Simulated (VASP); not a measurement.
# B19N17 (a cell with a defect) (B_N) in VASP: electric field gradients with PBE

Aim: the electric field gradients of B19N17 (a cell with a defect) (B_N) with PBE.

All numbers are computed with VASP 6.6.1; they aren't measurements. Logs are shortened: lines on timing, memory, paths and dates and some standing lists are left out, and cuts for length are marked.

## (1) The cell of the first run

The cell holds a defect, 36 atoms: a = 7.465 Å, b = 7.465 Å, c = 6.495 Å, α = 90.00°, β = 90.00°, γ = 120.00°.

## (2) Electric field gradients, PBE, collinear spin

INCAR reads:

```
  PREC = Accurate
  ENCUT = 520
  EDIFF = 1E-8
  ISMEAR = 0
  SIGMA = 0.01
  LREAL = F
  LASPH = T
  NELM = 200
  ALGO = Normal
  ISIF = 2
  LWAVE = F
  LCHARG = F
  ISPIN = 2
  MAGMOM = 0 0 0.01 0 0 0 0.02 0 0.09 0 0.18 0.01 0 0 0 0.02 0 0 0 0 0 0 0.03 0 0 0 0.05 0.01 0 0.03 0 0 0 0.05 0 0
  LORBIT = 11
  NUPDOWN = 1.0
  GGA = PE
  LEFG = T
  NELECT = 141.0
  NBANDS = 99
  GGA_COMPAT = F
```

KPOINTS reads:

```
Automatic mesh
0
Gamma
  1 1 1
  0.25 0.25 0.25
```

POSCAR reads:

```
B19N17
1.0
    7.4650312844      0.0000000000      0.0000000000
   -3.7325156422      6.4649067324      0.0000000000
    0.0000000000      0.0000000000      6.4954828762
B N
19 17
Direct
    0.1070867341      0.2209489546      0.2347268718
    0.2227504492      0.1095407590      0.7475437725
    0.1108561526      0.5579948218      0.2578248991
    0.2229102328      0.4434084891      0.7491542422
    0.1106094886      0.8893905114      0.2500000000
    0.2232445307      0.7767554693      0.7500000000
    0.4279017655      0.2011724879      0.1924977855
    0.5567676382      0.1097349455      0.7481719943
    0.4327459858      0.5672540142      0.2500000000
    0.5566245100      0.4433754900      0.7500000000
    0.5613321349      0.4386678651      0.2500000000
    0.4420051782      0.8891438474      0.2421751009
    0.5565915109      0.7770897672      0.7508457578
    0.7757003052      0.2242996948      0.2500000000
    0.8897618129      0.1102381871      0.7500000000
    0.7988275121      0.5720982345      0.3075022145
    0.8902650545      0.4432323618      0.7518280057
    0.7790510454      0.8929132659      0.2652731282
    0.8904592410      0.7772495508      0.7524562275
    0.1124732005      0.2208413323      0.7477075843
    0.2123663452      0.1048815418      0.2094260515
    0.1125280148      0.5541659117      0.7511302231
    0.2176098598      0.4446195321      0.2442718793
    0.1125603528      0.8874396472      0.7500000000
    0.2212212336      0.7787787664      0.2500000000
    0.4457027453      0.2205753071      0.7469992083
    0.5532588277      0.1093330215      0.2226737593
    0.4458437246      0.5541562754      0.7500000000
    0.4458340883      0.8874719852      0.7488697769
    0.5553804679      0.7823901402      0.2557281207
    0.7791300184      0.2208699816      0.7500000000
    0.8862310412      0.1137689588      0.2500000000
    0.7794246929      0.5542972547      0.7530007917
    0.8906669785      0.4467411723      0.2773262407
    0.7791586677      0.8875267995      0.7522924157
    0.8951184582      0.7876336548      0.2905739485
```

Potentials or basis: VASP PAW PBE potentials, release 64 (B, N).

Run with:

```bash
$ cat potpaw_PBE.64/B/POTCAR potpaw_PBE.64/N/POTCAR > POTCAR
$ mpirun -np 1 vasp_std > vasp.out
```

OUTCAR:

```text
PREC = Accurate
   ENCUT = 520
   EDIFF = 1E-8
   ISMEAR = 0
   LREAL = F
   LASPH = T
   NELM = 200
   ISIF = 2
   ISPIN = 2
   LORBIT = 11
   NUPDOWN = 1.0
   GGA = PE
   NELECT = 141.0

 ion  position               nearest neighbor table
   1  0.107  0.221  0.235-  32 1.43  21 1.44  23 1.45
   2  0.223  0.110  0.748-  20 1.43  24 1.44  26 1.44
   3  0.111  0.558  0.258-  23 1.43  25 1.43  34 1.43
   4  0.223  0.443  0.749-  22 1.43  20 1.44  28 1.44
   5  0.111  0.889  0.250-  36 1.42  21 1.42  25 1.43
   6  0.223  0.777  0.750-  24 1.43  29 1.44  22 1.44
[... 28 lines left out ...]
  35  0.779  0.888  0.752-  19 1.43  13 1.44  15 1.44
  36  0.895  0.788  0.291-  16 1.40   5 1.42  18 1.44

  LATTYP: Found a hexagonal cell.
 ALAT       =     7.4650312844
 C/A-ratio  =     0.8701213202

  Lattice vectors:

 A1 = (   7.4650312844,   0.0000000000,   0.0000000000)
 A2 = (  -3.7325156422,   6.4649067324,   0.0000000000)
 A3 = (   0.0000000000,   0.0000000000,   6.4954828762)

Analysis of symmetry for initial positions (statically):
=====================================================================
 Subroutine PRICEL returns:
 Original cell was already a primitive cell.

 Routine SETGRP: Setting up the symmetry group for a
 hexagonal supercell.

 Subroutine GETGRP returns: Found  2 space group operations
 (whereof  1 operations were pure point group operations)
 out of a pool of 24 trial point group operations.

The static configuration has the point symmetry C_1 .
 The point group associated with its full space group is C_2 .

Analysis of symmetry for dynamics (positions and initial velocities):
=====================================================================
 Subroutine PRICEL returns:
 Original cell was already a primitive cell.

 Routine SETGRP: Setting up the symmetry group for a
 hexagonal supercell.

 Subroutine GETGRP returns: Found  2 space group operations
 (whereof  1 operations were pure point group operations)
 out of a pool of 24 trial point group operations.

The dynamic configuration has the point symmetry C_1 .
 The point group associated with its full space group is C_2 .

Analysis of structural, dynamic, and magnetic symmetry:
=====================================================================
 Subroutine PRICEL returns:
 Original cell was already a primitive cell.

 Routine SETGRP: Setting up the symmetry group for a
 hexagonal supercell.

 Subroutine GETGRP returns: Found  2 space group operations
 (whereof  1 operations were pure point group operations)
 out of a pool of 24 trial point group operations.

The overall configuration has the point symmetry C_1 .
 The point group associated with its full space group is C_2 .

 Subroutine INISYM returns: Found  2 space group operations
 (whereof  1 operations are pure point group operations),
 and found     1 'primitive' translations

----------------------------------------------------------------------------------------

                                     Primitive cell

  volume of cell :     313.4768

  direct lattice vectors                    reciprocal lattice vectors
     7.465031284  0.000000000  0.000000000     0.133957911  0.077340636  0.000000000
    -3.732515642  6.464906732  0.000000000     0.000000000  0.154681273  0.000000000
     0.000000000  0.000000000  6.495482876     0.000000000  0.000000000  0.153953142

  length of vectors
     7.465031284  7.465031284  6.495482876     0.154681273  0.154681273  0.153953142

  position of ions in fractional coordinates (direct lattice)
     0.107086734  0.220948955  0.234726872
     0.222750449  0.109540759  0.747543773
     0.110856153  0.557994822  0.257824899
     0.222910233  0.443408489  0.749154242
     0.110609489  0.889390511  0.250000000
     0.223244531  0.776755469  0.750000000
[... 28 lines left out ...]
     0.779158668  0.887526800  0.752292416
     0.895118458  0.787633655  0.290573948

  ion indices of the primitive-cell ions
   primitive index   ion index
[... 116 lines left out ...]
   LEPSILON=     F    determine dielectric tensor
   LRPA    =     F    only Hartree local field effects (RPA)
 spin polarized calculation
 Gauss-broadening in eV      SIGMA  =   0.01
  energy-cutoff  :      520.00
  volume of cell :      313.48
 maximum number of plane-waves:      8452
   NGX = 27   NGY = 27   NGZ = 25

 number of electron     140.9999999 magnetization       0.9999999

 Free energy of the ion-electron system (eV)
  ---------------------------------------------------
  ext. energy  EPLUGINS =         0.00000000
  ---------------------------------------------------
  free energy    TOTEN  =      -310.23921465 eV

  energy without entropy =     -310.23921465  energy(sigma->0) =     -310.23921465

 E-fermi :   2.3870     XC(G=0): -10.2155

 val. band max:        2.3449734743   @ k =   0.2500   0.2500   0.2500
 cond. band min:       2.8744566735   @ k =   0.5000   0.2500   0.2500
 fundamental gap:      0.5294831992
 Fermi energy:         2.4664120100

 spin component 1

 k-point     1 :       0.2500    0.2500    0.2500
  band No.  band energies     occupation
      1     -15.1672      1.00000
      2     -14.7815      1.00000
      3     -14.5296      1.00000
      4     -14.3547      1.00000
      5     -14.0145      1.00000
      6     -14.0007      1.00000
[... 329 lines left out ...]
     81       9.0666      0.00000
     82       9.2794      0.00000
 Fermi energy:         2.3869834043

 spin component 2

 k-point     1 :       0.2500    0.2500    0.2500
  band No.  band energies     occupation
      1     -15.1335      1.00000
      2     -14.7275      1.00000
      3     -14.5267      1.00000
      4     -14.3066      1.00000
      5     -14.0060      1.00000
      6     -13.9985      1.00000
[... 329 lines left out ...]
     81       9.1424      0.00000
     82       9.3076      0.00000
 [bands above 82 left out]

------------------------ aborting loop because EDIFF is reached ----------------------------------------

  FORCE on cell =-STRESS in cart. coord.  units (eV):
  Direction    XX          YY          ZZ          XY          YZ          ZX
  --------------------------------------------------------------------------------------
  -------------------------------------------------------------------------------------
  Total       27.5925047     29.4567762     -2.5975545      1.6145064      0.2165127      0.1250775
  in kB      141.0250850    150.5533625    -13.2760814      8.2517304      1.1065948      0.6392699
  external PRESSURE =      92.7674554 kB  Pullay stress =       0.0000000 kB

 VOLUME and BASIS-vectors are now :
 -----------------------------------------------------------------------------
  energy-cutoff  :      520.00
  volume of cell :      313.48
      direct lattice vectors                 reciprocal lattice vectors
     7.465031284  0.000000000  0.000000000     0.133957911  0.077340636  0.000000000
    -3.732515642  6.464906732  0.000000000     0.000000000  0.154681273  0.000000000
     0.000000000  0.000000000  6.495482876     0.000000000  0.000000000  0.153953142

 POSITION                                       TOTAL-FORCE (eV/Angst)
 -----------------------------------------------------------------------------------
     -0.02529      1.42841      1.52466        -0.160967      0.123909     -0.009452
      1.25398      0.70817      4.85566         0.121226     -0.089058     -0.000628
     -1.25518      3.60738      1.67470        -0.194051      0.009240      0.047431
      0.00900      2.86659      4.86612         0.199383     -0.120184      0.008278
     -2.49396      5.74983      1.62387        -0.146043      0.084318     -0.000000
     -1.23272      5.02165      4.87161         0.188845     -0.109030     -0.000000
[... 28 lines left out ...]
      2.50374      5.73778      4.88650        -0.174276      0.112884      0.008632
      3.74223      5.09198      1.88742         0.135147     -0.080500     -0.027323
 -----------------------------------------------------------------------------------
    total drift:                                0.000349     -0.000202      0.000000

  FREE ENERGIE OF THE ION-ELECTRON SYSTEM (eV)
  ---------------------------------------------------
  free  energy   TOTEN  =      -310.2392146474 eV

  energy  without entropy=     -310.2392146474  energy(sigma->0) =     -310.23921465

 Electric field gradients (V/A^2)
---------------------------------------------------------------------
 ion       V_xx      V_yy      V_zz      V_xy      V_xz      V_yz
---------------------------------------------------------------------
   1     -19.526   -16.780    36.306    -0.971     7.026    -2.393
   2     -17.471   -18.084    35.555     0.700     0.187     0.476
   3     -15.595   -19.349    34.944    -0.244     4.412     1.661
   4     -17.963   -17.533    35.496     0.842     0.173    -0.511
   5     -17.925   -15.376    33.302     2.207     6.062    10.499
   6     -18.068   -17.581    35.649     0.422     0.197     0.340
[... 28 lines left out ...]
  35      -3.798    -3.750     7.548     0.014     0.981    -0.561
  36      -0.044   -13.076    13.120    -6.965     2.529    -1.358
---------------------------------------------------------------------

 Electric field gradients after diagonalization (V/A^2)
 (convention: |V_zz| > |V_xx| > |V_yy|)
----------------------------------------------------------------------
 ion       V_xx      V_yy      V_zz     asymmetry (V_yy - V_xx)/ V_zz
----------------------------------------------------------------------
   1     -20.520   -16.772    37.291       0.101
   2     -18.544   -17.017    35.560       0.043
   3     -19.441   -15.934    35.375       0.099
   4     -18.621   -16.880    35.501       0.049
   5     -19.200   -17.023    36.222       0.060
   6     -18.311   -17.341    35.652       0.027
[... 28 lines left out ...]
  35      -3.911    -3.749     7.660       0.021
  36      13.873     2.227   -16.100       0.723
----------------------------------------------------------------------

           NMR quadrupolar parameters

 Cq : quadrupolar parameter    Cq=e*Q*V_zz/h
 eta: asymmetry parameters     (V_yy - V_xx)/ V_zz
 Q  : nuclear electric quadrupole moment in mb (millibarn)
----------------------------------------------------------------------
 ion       Cq(MHz)       eta       Q (mb)
----------------------------------------------------------------------
   1       0.090       0.101       1.000
   2       0.086       0.043       1.000
   3       0.086       0.099       1.000
   4       0.086       0.049       1.000
   5       0.088       0.060       1.000
   6       0.086       0.027       1.000
[... 28 lines left out ...]
  35       0.019       0.021       1.000
  36      -0.039       0.723       1.000
----------------------------------------------------------------------

 total charge

# of ion       s       p       d       tot
------------------------------------------
    1        0.753   1.411   0.000   2.164
    2        0.756   1.443   0.000   2.199
    3        0.764   1.461   0.000   2.225
    4        0.756   1.444   0.000   2.200
    5        0.770   1.480   0.000   2.250
    6        0.756   1.443   0.000   2.199
[... 28 lines left out ...]
   35        1.232   2.798   0.000   4.030
   36        1.240   2.816   0.000   4.055
--------------------------------------------------
tot         35.531  74.823   0.000 110.354

 magnetization (x)

# of ion       s       p       d       tot
------------------------------------------
    1        0.000   0.003   0.000   0.003
    2       -0.000   0.000   0.000   0.000
    3        0.006   0.020   0.000   0.026
    4        0.000   0.000   0.000   0.000
    5        0.000   0.004   0.000   0.004
    6       -0.000   0.000   0.000   0.000
[... 28 lines left out ...]
   35       -0.000  -0.001   0.000  -0.001
   36       -0.000   0.002   0.000   0.001
--------------------------------------------------
tot          0.086   0.748   0.000   0.834
```

Run time: 5.2 min. Hardware: 1 thread of Intel Xeon 6975P-C (Granite Rapids), shared host; peak memory 0.57 GiB.

Results:

| Item | Value |
| --- | --- |
| Free energy | -310.2392 eV |
| Largest force | 0.321 eV/Å |
| Net moment | 1.00 μB per cell |
| Site moments | B +0.00, +0.03, +0.05, +0.19, -0.00, +0.29; N -0.00, +0.00, +0.03, +0.05, +0.01 μB |
| Valence electrons inside the program's atomic spheres | B 2.16, 2.20, 2.23, 2.25, 2.24, 2.19, 2.06, 2.15; N 4.03, 4.05, 4.04, 4.02 |

Forces in eV/Å, atoms in the order of the input:
```
B   -0.161  0.124 -0.009
B    0.121 -0.089 -0.001
B   -0.194  0.009  0.047
B    0.199 -0.120  0.008
B   -0.146  0.084  0.000
B    0.189 -0.109  0.000
B   -0.097  0.064 -0.025
B    0.152 -0.142  0.006
B   -0.019  0.011  0.000
B    0.129 -0.075  0.000
B    0.018 -0.010  0.000
B   -0.105  0.163 -0.047
B    0.204 -0.113 -0.008
B   -0.168  0.097  0.000
B    0.278 -0.160  0.000
B   -0.104  0.052  0.025
B    0.198 -0.060 -0.006
B   -0.188  0.077  0.009
B    0.138 -0.060  0.001
N   -0.185  0.094 -0.009
N    0.137 -0.077  0.027
N   -0.186  0.098  0.019
N    0.188 -0.119 -0.067
N   -0.177  0.102  0.000
N    0.093 -0.054  0.000
N   -0.151  0.109  0.002
N    0.005 -0.144 -0.038
N   -0.173  0.100  0.000
N   -0.178  0.112 -0.019
N    0.197 -0.104  0.067
N   -0.208  0.120  0.000
N    0.274 -0.158  0.000
N   -0.170  0.076 -0.002
N    0.127  0.067  0.038
N   -0.174  0.113  0.009
N    0.135 -0.081 -0.027
```

Electric field gradients, principal values (V/Å²):
```
atom    least   middle  greatest (by size)
 1 B  -16.772  -20.520              37.291
 2 B  -17.017  -18.544              35.560
 3 B  -15.934  -19.441              35.375
 4 B  -16.880  -18.621              35.501
 5 B  -17.023  -19.200              36.222
 6 B  -17.341  -18.311              35.652
 7 B  -16.914  -23.213              40.126
 8 B  -17.553  -17.970              35.522
 9 B   -6.860  -27.878              34.738
10 B  -17.362  -18.452              35.814
11 B   -4.276  -55.320              59.596
12 B  -15.934  -19.441              35.375
13 B  -16.880  -18.621              35.501
14 B  -17.529  -19.992              37.521
15 B  -17.187  -18.264              35.451
16 B  -16.914  -23.213              40.126
17 B  -17.553  -17.970              35.522
18 B  -16.772  -20.520              37.291
19 B  -17.017  -18.544              35.560
20 N   -3.749   -3.911               7.660
21 N    2.227   13.873             -16.100
22 N   -2.107   -2.415               4.522
23 N    1.094    8.208              -9.303
24 N   -2.298   -2.423               4.721
25 N   -0.233   -1.757               1.990
26 N   -3.856   -5.215               9.071
27 N   -4.013   -6.535              10.549
28 N   -3.582   -4.574               8.156
29 N   -2.107   -2.415               4.522
30 N    1.094    8.208              -9.303
31 N   -3.846   -4.240               8.086
32 N   -0.105   -7.419               7.524
33 N   -3.856   -5.215               9.071
34 N   -4.013   -6.535              10.549
35 N   -3.749   -3.911               7.660
36 N    2.227   13.873             -16.100
```

Caveat: the k points lie up to 0.97 Å⁻¹ apart; the cell carries a net charge on a neutralising background, which shifts energy and pressure; the cell is charged against a uniform background, so pressure and absolute levels hang on convention; without QUAD_EFG the Cq values of the log hold for a quadrupole moment of 1 mb, not for the nuclei; the total moment is fixed, so each spin has its own Fermi level.
